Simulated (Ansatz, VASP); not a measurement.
# Al2Cl2F: VASP beside Ansatz

```
Al Cl F
1.0
     2.19728    1.26860    5.80611
    -2.19728    1.26860    5.80611
     0.00000   -2.53720    5.80611
Al Cl F
2 2 1
Cartesian
  0.0000 0.0000 15.5539
  0.0000 0.0000 1.8645
  0.0000 0.0000 7.0469
  0.0000 0.0000 10.3714
  0.0000 0.0000 0.0000
```

Alike in both runs: functional PBE; k mesh 6 × 6 × 6; occupations gaussian, width 0.1 eV; no spin polarisation.

Ansatz relaxed the structure, and its values are those at the end. VASP's run is a single point on that final structure, the one shown.

|  | VASP | Ansatz |
| --- | --- | --- |
| version | VASP 6.6.1 | Ansatz 0.2.0 |
| potentials or method | VASP PAW PBE potentials, release 64 (Al, Cl, F), cutoff 520 eV | scalar-relativistic, plane waves, PAW |
| valence electrons in the cell | 27 | 27 |

|  | VASP | Ansatz | Ansatz less VASP |
| --- | --- | --- | --- |
| gap on the k mesh at the Fermi level (eV) | none | none | - |
| pressure (GPa) | -0.1 | 0.0 | +0.12 |
| rms of the force components (eV/Å) | 0.005 | 0.005 | +0.0003 |

A gap of «none» marks a metal or a gap that the smearing closes.
